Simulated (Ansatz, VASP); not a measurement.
One calculation of Cd, two programs

```xyz
2
Lattice="2.9589 0.0000 0.0000 -1.4794 2.5625 0.0000 0.0000 0.0000 5.5799" Properties=species:S:1:pos:R:3 pbc="T T T"
Cd    1.4794    0.8542    4.1850
Cd    0.0000    1.7083    1.3950
```

Alike in both runs: task single point; functional LDA; k mesh 10 × 10 × 5; occupations fermi-dirac, width 0.05 eV; no spin polarisation.

|  | VASP | Ansatz |
| --- | --- | --- |
| version | VASP 6.6.1 | Ansatz 0.2.0 |
| potentials or method | VASP PAW LDA potentials, release 64 (Cd_sv_GW) | Ansatz PAW |
| plane-wave cutoff (eV) | 630 | 420 |
| valence electrons in the cell | 40 | 40 |

Ansatz gave:

- gap on the k mesh at the Fermi level (eV): none
- pressure (GPa): -3.4
- traceless stress, the component that is largest in VASP (GPa): 0.14

Q: Estimate VASP's values.

A: gap on the k mesh at the Fermi level (eV): none; pressure (GPa): -3.5; traceless stress, the component that is largest in VASP (GPa): 0.04.

LDA's correlation is that of Perdew and Zunger in VASP and of Perdew and Wang (1992) in Ansatz. A gap of «none» marks a metal or a gap that the smearing closes.
